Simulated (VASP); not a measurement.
A run of VASP 6.6.1 is set up as follows.

Contents of INCAR:

```
PREC     = Accurate       # precision mode
ENCUT    = 520            # plane-wave cutoff, eV
EDIFF    = 1E-7           # SCF threshold, eV
ISMEAR   = 0              # smearing method
SIGMA    = 0.15           # smearing width, eV
LREAL    = False          # projectors in reciprocal space
LASPH    = True           # aspherical terms in the spheres
NELM     = 60             # most SCF steps
ALGO     = Fast           # electronic algorithm
ISIF     = 2              # what is computed and relaxed
LWAVE    = False          # write WAVECAR
LCHARG   = True           # write CHGCAR
GGA      = CA             # functional
LELF     = True           # ELF
LVHAR    = True         
NBANDS   = 12             # bands
```

The input KPOINTS:

```
regular mesh
0
Gamma
  16 16 16
```

POSCAR

```
Tl
1.0
    0.0000000000      2.5526631762      2.4663412330
    2.4663412330      0.0000000000      2.4663412330
    2.4663412330      2.5526631762      0.0000000000
Tl
1
Direct
    0.0000000000      0.0000000000      0.0000000000
```

Potentials or basis: VASP PAW LDA potentials, release 64 (Tl_d).

Run with:

```bash
$ cat potpaw_LDA.64/Tl_d/POTCAR > POTCAR
$ mpirun -np 1 vasp_std > vasp.out
```

Problem. Predict the pressure.

Solution. -4.2 GPa.

Stress tensor (GPa, compression positive):
```
-4.30  0.00  0.00
 0.00 -3.96  0.00
 0.00  0.00 -4.30
```

Caveat: the cell differs from its parent crystal (strain +0.0350 x Voigt [0, 1, 0, 0, 0, 0]).
